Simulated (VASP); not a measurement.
# AlN (a cell with a defect) in VASP: further runs, part 4 of 4

VASP 6.6.1.

## (6) Single point, r2SCAN

Contents of POSCAR:

```
AlN
1.0
    9.3414480000      0.0000000000      0.0000000000
    0.0000000000     10.7865750000      0.0000000000
    0.0000000000      0.0000000000      9.9670570000
Al N
47 47
Direct
    0.1638550000      0.0803680000      0.2505230000
    0.1653600000      0.0828520000      0.7485130000
    0.9998590000      0.3348890000      0.2511250000
    0.9998690000      0.3337420000      0.7482150000
    0.4998650000      0.0820930000      0.2507620000
    0.4998660000      0.0822780000      0.7483760000
    0.3028160000      0.3170930000      0.2633620000
    0.3296910000      0.3309480000      0.7395460000
    0.1663830000      0.5840110000      0.2505620000
    0.1664120000      0.5836160000      0.7486830000
    0.9998510000      0.8317790000      0.2495940000
    0.9998590000      0.8325560000      0.7492500000
    0.8358420000      0.0803530000      0.2505010000
    0.8343560000      0.0828550000      0.7485010000
    0.6969050000      0.3170540000      0.2633840000
    0.6700930000      0.3309330000      0.7395090000
    0.4998310000      0.6161030000      0.2632370000
    0.4998560000      0.5874520000      0.7392950000
    0.3306250000      0.8365580000      0.2502500000
    0.3325870000      0.8341970000      0.7486770000
    0.8333580000      0.5840290000      0.2506090000
    0.8333230000      0.5836110000      0.7486830000
    0.6690800000      0.8365580000      0.2502380000
    0.6671330000      0.8342000000      0.7486860000
    0.9998650000      0.1687240000      0.4979810000
    0.9998830000      0.1673190000      0.9980200000
    0.3337330000      0.1656530000      0.4989950000
    0.3329410000      0.1657770000      0.9967370000
    0.1685900000      0.4177270000      0.4993500000
    0.1667930000      0.4167720000      0.9963130000
    0.9999100000      0.6661690000      0.4994310000
    0.9998860000      0.6661380000      0.9985460000
    0.6660010000      0.1656610000      0.4989770000
    0.6668470000      0.1657680000      0.9967500000
    0.4999110000      0.4167550000      0.9255560000
    0.3326190000      0.6669190000      0.4991270000
    0.3329690000      0.6673130000      0.9967560000
    0.1647980000      0.9165140000      0.5000570000
    0.1658100000      0.9165140000      0.9975370000
    0.8311790000      0.4177590000      0.4993380000
    0.8329940000      0.4167590000      0.9963490000
    0.6671730000      0.6669200000      0.4991430000
    0.6668080000      0.6673010000      0.9967490000
    0.4998790000      0.9149940000      0.4985520000
    0.4998900000      0.9162950000      0.9983200000
    0.8349720000      0.9165140000      0.5000490000
    0.8339680000      0.9165110000      0.9975290000
    0.9998540000      0.1682650000      0.1901870000
    0.9998660000      0.1673740000      0.6894960000
    0.3331870000      0.1635800000      0.1876330000
    0.3326710000      0.1636520000      0.6897170000
    0.1663150000      0.4183580000      0.1871410000
    0.1649800000      0.4177730000      0.6898960000
    0.9998680000      0.6657200000      0.1894130000
    0.9998620000      0.6665310000      0.6902020000
    0.6665340000      0.1635840000      0.1876400000
    0.6670560000      0.1636410000      0.6896720000
    0.4998840000      0.4167500000      0.7320570000
    0.3307600000      0.6682410000      0.1874330000
    0.3308970000      0.6685140000      0.6896760000
    0.1647310000      0.9161720000      0.1884040000
    0.1654210000      0.9164780000      0.6907270000
    0.8333960000      0.4183670000      0.1872110000
    0.8348030000      0.4177880000      0.6898560000
    0.6689680000      0.6682240000      0.1874300000
    0.6688210000      0.6685250000      0.6896800000
    0.4998660000      0.9156950000      0.1899070000
    0.4998680000      0.9158260000      0.6897350000
    0.8350000000      0.9161910000      0.1884000000
    0.8343030000      0.9164890000      0.6907220000
    0.1645700000      0.0811290000      0.4399570000
    0.1655540000      0.0829100000      0.9396980000
    0.9997730000      0.3360810000      0.4400860000
    0.9998730000      0.3336650000      0.9394920000
    0.4998460000      0.0812010000      0.4396880000
    0.4998800000      0.0827560000      0.9395810000
    0.3187820000      0.3249220000      0.4390080000
    0.3286150000      0.3303720000      0.9403570000
    0.1659800000      0.5842270000      0.4395610000
    0.1666460000      0.5834420000      0.9396020000
    0.9998750000      0.8320750000      0.4398090000
    0.9998800000      0.8324070000      0.9398600000
    0.8351330000      0.0811380000      0.4399390000
    0.8341980000      0.0828930000      0.9396770000
    0.6808400000      0.3249940000      0.4390010000
    0.6711820000      0.3303420000      0.9403470000
    0.4998970000      0.6001250000      0.4389850000
    0.4998790000      0.5885310000      0.9402080000
    0.3303570000      0.8355710000      0.4398990000
    0.3327660000      0.8342150000      0.9396650000
    0.8338340000      0.5842890000      0.4396090000
    0.8331030000      0.5834230000      0.9396010000
    0.6693900000      0.8355560000      0.4398860000
    0.6669890000      0.8342040000      0.9396710000
```

Contents of INCAR.step1:

```
PREC = Accurate ; ENCUT = 580
ISMEAR = -1 ; SIGMA = 0.05
LREAL = Auto ; LASPH = T
NELM = 120 ; ISYM = -1
NBANDS = 241 ; GGA = PE
ALGO = Normal ; EDIFF = 1E-5
LWAVE = T ; LCHARG = F
GGA_COMPAT = F
```

Contents of INCAR.step2:

```
PREC = Accurate ; ENCUT = 580
EDIFF = 1E-6 ; ISMEAR = -1
SIGMA = 0.05 ; LREAL = Auto
LASPH = T ; NELM = 120
ALGO = Normal ; ISIF = 2
LWAVE = F ; LCHARG = F
METAGGA = R2SCAN ; LMIXTAU = T
ISYM = -1 ; NBANDS = 241
ISTART = 1 ; GGA_COMPAT = F
```

Contents of KPOINTS:

```
explicit points
1
Reciprocal
  0.25000000   0.25000000   0.25000000 1
```

Potentials or basis: VASP PAW PBE potentials, release 64 (Al, N).

Command:

```
cat potpaw_PBE.64/Al/POTCAR potpaw_PBE.64/N/POTCAR > POTCAR
cp INCAR.step1 INCAR
mpirun -np 1 vasp_std > vasp.out
cp INCAR.step2 INCAR
mpirun -np 1 vasp_std > vasp.out
```

OUTCAR:

```text
PREC = Accurate
   ENCUT = 580
   EDIFF = 1E-6
   ISMEAR = -1
   LREAL = Auto
   LASPH = T
   NELM = 120
   ISIF = 2
   METAGGA = R2SCAN
   ISYM = -1
   ISTART = 1

 ion  position               nearest neighbor table
   1  0.164  0.080  0.251-  61 1.88  71 1.89  48 1.90  50 1.92   7 2.87  38 3.05  25 3.06  19 3.06
                            13 3.06  39 3.08  27 3.08  11 3.09  26 3.09  28 3.12   5 3.14   3 3.14
   2  0.165  0.083  0.749-  51 1.88  62 1.88  49 1.89  72 1.91  38 3.06  28 3.06  39 3.06  26 3.07
                            27 3.08  25 3.08   8 3.09  14 3.09  20 3.10  12 3.11   4 3.12   6 3.12
   3  1.000  0.335  0.251-  73 1.88  48 1.90  63 1.91  52 1.91   7 2.84  15 2.84  25 3.04  40 3.07
                            29 3.07  26 3.10   9 3.10  21 3.11  41 3.11  30 3.11   1 3.14  13 3.14
   4  1.000  0.334  0.748-  64 1.88  53 1.88  49 1.89  74 1.91  30 3.06  41 3.06  25 3.06  26 3.07
                            29 3.08  40 3.08  16 3.08   8 3.08  22 3.11  10 3.11   2 3.12  14 3.12
   5  0.500  0.082  0.251-  75 1.88  67 1.89  56 1.90  50 1.90  33 3.06  27 3.06  44 3.06  23 3.08
                            19 3.08  45 3.09  28 3.11  34 3.11  15 3.13   7 3.14  13 3.14   1 3.14
   6  0.500  0.082  0.748-  51 1.88  57 1.88  68 1.89  76 1.91  28 3.06  34 3.06  27 3.07  33 3.07
                            45 3.07  44 3.08  24 3.10  20 3.10   8 3.12  16 3.12  14 3.12   2 3.12
   7  0.303  0.317  0.263-  77 1.76  50 1.84  52 1.84   3 2.84   1 2.87  27 2.88  29 2.88  28 3.13
                             5 3.14  30 3.14   9 3.15
   8  0.330  0.331  0.740-  58 1.84  53 1.87  51 1.87  78 2.00  35 2.61  29 2.98  27 2.99   4 3.08
                             2 3.09  30 3.12   6 3.12  28 3.12  10 3.12  16 3.18  18 3.19
   9  0.166  0.584  0.251-  79 1.88  54 1.89  59 1.89  52 1.90  36 3.06  31 3.06  29 3.06  32 3.08
[... 37 lines left out ...]
  28  0.333  0.166  0.997-  78 1.86  76 1.89  72 1.89  50 1.90   6 3.06   2 3.06   5 3.11  39 3.11
                            45 3.11  26 3.11  34 3.12  30 3.12   1 3.12   8 3.12   7 3.13  35 3.20
  29  0.169  0.418  0.499-  77 1.83  79 1.89  53 1.90  73 1.90   7 2.88   8 2.98   9 3.06  10 3.06
                             3 3.07   4 3.08  36 3.09  31 3.11  25 3.11  27 3.13  40 3.15
  30  0.167  0.417  0.996-  78 1.86  80 1.88  74 1.89  52 1.90  10 3.05   4 3.06   3 3.11  32 3.11
                            26 3.11   9 3.11  37 3.12   8 3.12  41 3.12  28 3.12   7 3.14  35 3.19
  31  1.000  0.666  0.499-  91 1.88  79 1.88  81 1.89  55 1.90  21 3.06   9 3.06  10 3.06  22 3.06
                            11 3.06  12 3.07  36 3.11  42 3.11  40 3.11  29 3.11  38 3.11  46 3.11
  32  1.000  0.666  0.999-  82 1.89  80 1.89  92 1.89  54 1.90  12 3.07  10 3.07  22 3.07  11 3.07
                             9 3.08  21 3.08  30 3.11  41 3.11  43 3.11  37 3.11  47 3.11  39 3.11
  33  0.666  0.166  0.499-  85 1.82  75 1.89  57 1.90  83 1.92  15 2.87  16 2.99   5 3.06   6 3.07
                            14 3.08  13 3.08  27 3.10  46 3.12  44 3.12  25 3.12  40 3.13
  34  0.667  0.166  0.997-  86 1.86  76 1.89  84 1.89  56 1.90  14 3.06   6 3.06   5 3.11  47 3.11
                            45 3.11  26 3.11  28 3.12  13 3.12  41 3.12  16 3.12  15 3.13  35 3.20
  35  0.500  0.417  0.926-  86 1.86  78 1.86  88 1.86  58 1.93   8 2.61  16 2.61  18 2.61  41 3.19
                            30 3.19  43 3.20  37 3.20  34 3.20  28 3.20
  36  0.333  0.667  0.499-  87 1.82  79 1.89  60 1.90  89 1.91  17 2.88  18 2.98   9 3.06  10 3.07
                            20 3.07  19 3.08  29 3.09  44 3.10  31 3.11  38 3.12  42 3.13
  37  0.333  0.667  0.997-  88 1.86  80 1.89  90 1.89  59 1.90  10 3.06  20 3.06   9 3.10  45 3.11
                            39 3.11  32 3.11  30 3.12  19 3.12  43 3.12  18 3.12  17 3.13  35 3.20
  38  0.165  0.917  0.500-  71 1.87  89 1.87  81 1.89  62 1.90   1 3.05  19 3.06   2 3.06  12 3.06
                            20 3.06  11 3.07  46 3.08  31 3.11  36 3.12  27 3.12  25 3.13  44 3.13
  39  0.166  0.917  0.998-  90 1.88  72 1.89  82 1.89  61 1.90  12 3.06  20 3.06   2 3.06  19 3.08
                             1 3.08  11 3.09  47 3.10  37 3.11  28 3.11  32 3.11  26 3.12  45 3.12
  40  0.831  0.418  0.499-  85 1.83  91 1.89  73 1.90  64 1.90  15 2.88  16 2.98  21 3.06  22 3.06
                             3 3.07   4 3.08  42 3.09  31 3.11  25 3.11  33 3.13  29 3.15
  41  0.833  0.417  0.996-  86 1.86  92 1.88  74 1.89  63 1.90  22 3.05   4 3.06   3 3.11  32 3.11
                            26 3.11  21 3.11  43 3.12  30 3.12  16 3.12  34 3.12  15 3.14  35 3.19
  42  0.667  0.667  0.499-  87 1.82  91 1.89  66 1.90  93 1.91  17 2.88  18 2.98  21 3.06  22 3.07
[... 305 lines left out ...]
   ISYM   =     -1    0-nonsym 1-usesym 2-fastsym
   POTIM  = 0.5000    time-step for ionic-motion
   TEBEG  =    0.0;   TEEND  =   0.0 temperature during run
   PSTRESS=    0.0 pullay stress
   NELECT =     376.0000    total number of electrons
   NUPDOWN=      -1.0000    fix difference up-down
   EMIN   =  10.00;   EMAX   =-10.00  energy-range for DOS
   EFERMI =   0.00;   METHOD = LEGACY
   ISMEAR =    -1;   SIGMA  =   0.05  broadening in eV -4-tet -1-fermi 0-gaus
   EFERMI_NEDOS =   21; number of points for ismear=-14 and -15
   IALGO  =     38    algorithm
   IMIX   =      4    mixing-type and parameters
     AMIX     =   0.40;   BMIX     =  1.00
     AMIX_MAG =   1.60;   BMIX_MAG =  1.00
  volume/ion in A,a.u.               =      10.68        72.10
  Fermi-wavevector in a.u.,A,eV,Ry     =   1.179911  2.229708 18.941891  1.392190
  Thomas-Fermi vector in A             =   2.316213
   LORBIT       =      0    0 simple, 1 ext, 2 COOP (PROOUT), +10 PAW based schemes
   METAGGA = R2SCAN    functional components
   LHFCALC =     F    Hartree Fock is set to
   AEXX    =    0.0000 exact exchange contribution
   IVDW    =     0    specifies the selected vdW correction
   LEPSILON=     F    determine dielectric tensor
   LRPA    =     F    only Hartree local field effects (RPA)
 non-spin polarized calculation
  energy-cutoff  :      580.00
  volume of cell :     1004.30
 maximum number of plane-waves:     31848
 NGX is ok and might be reduce to    80
   NGX = 37   NGY = 43   NGZ = 39

 number of electron     375.9999993 magnetization

 Free energy of the ion-electron system (eV)
  ---------------------------------------------------
  ext. energy  EPLUGINS =         0.00000000
  ---------------------------------------------------
  free energy    TOTEN  =      -894.97627786 eV

  energy without entropy =     -894.97627630  energy(sigma->0) =     -894.97627708

 E-fermi :   7.1766     XC(G=0): -11.2444

 val. band max:        6.4505899740   @ k =   0.2500   0.2500   0.2500
 cond. band min:       7.9019252554   @ k =   0.2500   0.2500   0.2500
 fundamental gap:      1.4513352815
 Fermi energy:         7.1765720946

 k-point     1 :       0.2500    0.2500    0.2500
  band No.  band energies     occupation
      1     -10.2312      2.00000
      2      -9.8784      2.00000
      3      -9.7844      2.00000
      4      -9.7119      2.00000
      5      -9.4527      2.00000
      6      -9.4069      2.00000
[... 192 lines left out ...]
    199      11.9787      0.00000
    200      12.0273      0.00000
 [bands above 200 left out]

------------------------ aborting loop because EDIFF is reached ----------------------------------------

  FORCE on cell =-STRESS in cart. coord.  units (eV):
  Direction    XX          YY          ZZ          XY          YZ          ZX
  --------------------------------------------------------------------------------------
  -------------------------------------------------------------------------------------
  Total        6.0151308      6.8818586      3.7330719      0.1061145     -0.0447783     -0.0680804
  in kB        9.5960156     10.9787177      5.9554178      0.1692858     -0.0714353     -0.1086095
  external PRESSURE =       8.8433837 kB  Pullay stress =       0.0000000 kB

 VOLUME and BASIS-vectors are now :
 -----------------------------------------------------------------------------
  energy-cutoff  :      580.00
  volume of cell :     1004.30
      direct lattice vectors                 reciprocal lattice vectors
     9.341448000  0.000000000  0.000000000     0.107049785  0.000000000  0.000000000
     0.000000000 10.786575000  0.000000000     0.000000000  0.092707834  0.000000000
     0.000000000  0.000000000  9.967057000     0.000000000  0.000000000  0.100330519

 POSITION                                       TOTAL-FORCE (eV/Angst)
 -----------------------------------------------------------------------------------
      1.53064      0.86690      2.49698        -0.002718     -0.035239      0.002152
      1.54470      0.89369      7.46047         0.012745     -0.004061      0.002414
      9.34013      3.61231      2.50298        -0.001609      0.005619      0.001945
      9.34022      3.59993      7.45750        -0.000207      0.009007      0.008117
      4.66946      0.88550      2.49936        -0.001544      0.013148      0.013815
      4.66947      0.88750      7.45911         0.000364      0.009010     -0.006015
[... 86 lines left out ...]
      6.25307      9.01279      4.38437        -0.002031     -0.000465     -0.025872
      6.23064      8.99820      9.36575         0.000916     -0.007035     -0.009059
 -----------------------------------------------------------------------------------
    total drift:                               -0.002379      0.003264     -0.238695

  FREE ENERGIE OF THE ION-ELECTRON SYSTEM (eV)
  ---------------------------------------------------
  free  energy   TOTEN  =      -894.9762778556 eV

  energy  without entropy=     -894.9762762990  energy(sigma->0) =     -894.97627708
```

It took 21 min on 1 thread of Intel Xeon 6975P-C (Granite Rapids), shared host; peak memory 1.3 GiB.

Results:

- Free energy: -894.9763 eV
- Pressure: 0.9 GPa
- Largest force: 0.237 eV/Å
- Band gap on the k mesh: 1.45 eV

Forces on the atoms (eV/Å):
```
Al  -0.003 -0.035  0.002
Al   0.013 -0.004  0.002
Al  -0.002  0.006  0.002
Al   0.000  0.009  0.008
Al  -0.002  0.013  0.014
Al   0.000  0.009 -0.006
Al  -0.128 -0.086  0.108
Al   0.065  0.036  0.025
Al  -0.003  0.004  0.005
Al  -0.001  0.000 -0.009
Al   0.000  0.007 -0.007
Al   0.001  0.000 -0.005
Al   0.003 -0.034  0.002
Al  -0.012 -0.004  0.003
Al   0.129 -0.079  0.104
Al  -0.066  0.038  0.029
Al   0.005  0.159  0.121
Al   0.002 -0.079  0.031
Al  -0.029  0.019  0.004
Al  -0.001 -0.006 -0.001
Al  -0.002  0.003  0.007
Al   0.000  0.000 -0.012
Al   0.031  0.017  0.004
Al   0.003 -0.007 -0.002
Al  -0.001 -0.032  0.033
Al  -0.001 -0.011  0.013
Al   0.022  0.053  0.006
Al   0.005  0.011  0.019
Al   0.047 -0.022  0.003
Al   0.012 -0.002  0.026
Al  -0.002  0.013 -0.003
Al  -0.001  0.011  0.008
Al  -0.023  0.056  0.005
Al  -0.006  0.013  0.018
Al   0.002 -0.004 -0.237
Al   0.036 -0.040  0.008
Al   0.000 -0.005  0.021
Al   0.005  0.000  0.002
Al  -0.004 -0.003  0.024
Al  -0.051 -0.022  0.002
Al  -0.016 -0.002  0.026
Al  -0.033 -0.039  0.007
Al  -0.001 -0.007  0.023
Al   0.000  0.036  0.018
Al  -0.001  0.008  0.008
Al  -0.007 -0.002  0.003
Al   0.003 -0.002  0.023
N    0.001 -0.002  0.005
N    0.000  0.000 -0.003
N   -0.020  0.071  0.032
N   -0.008  0.018 -0.015
N    0.034 -0.059  0.042
N    0.008 -0.018 -0.013
N    0.000  0.003 -0.010
N    0.002  0.001 -0.015
N    0.021  0.068  0.032
N    0.008  0.018 -0.014
N   -0.002 -0.001  0.128
N    0.071 -0.022  0.034
N    0.019 -0.002 -0.010
N    0.020  0.009  0.008
N    0.001  0.004 -0.015
N   -0.031 -0.060  0.040
N   -0.009 -0.018 -0.012
N   -0.073 -0.021  0.035
N   -0.018 -0.003 -0.009
N    0.000  0.002 -0.006
N    0.000 -0.002 -0.007
N   -0.020  0.008  0.008
N    0.000  0.003 -0.015
N   -0.005 -0.008 -0.030
N    0.002  0.001 -0.009
N    0.005 -0.012 -0.040
N    0.001  0.002 -0.004
N    0.001 -0.007 -0.030
N    0.000  0.007 -0.011
N   -0.134 -0.055 -0.139
N    0.021  0.016  0.016
N   -0.006  0.006 -0.022
N    0.007 -0.004 -0.018
N    0.001  0.012 -0.011
N    0.000  0.004 -0.018
N    0.006 -0.009 -0.030
N   -0.002  0.002 -0.008
N    0.136 -0.061 -0.134
N   -0.021  0.018  0.015
N   -0.005  0.137 -0.145
N    0.000 -0.026  0.025
N    0.001  0.000 -0.026
N   -0.001 -0.008 -0.009
N    0.005  0.003 -0.024
N   -0.006 -0.003 -0.018
N   -0.002  0.000 -0.026
N    0.001 -0.007 -0.009
```

Stress tensor (GPa, compression positive):
```
 0.96  0.02 -0.01
 0.02  1.10 -0.01
-0.01 -0.01  0.60
```

Levels at points of the mesh, in eV from the valence-band top:
```
           k point  band 186  band 187  band 188  band 189  band 190  band 191
(0.25, 0.25, 0.25)     -0.63     -0.22      0.00      1.45      4.38      4.46
```

Caveat: the PAW data sets were made with another functional, which shifts forces and pressure a little.
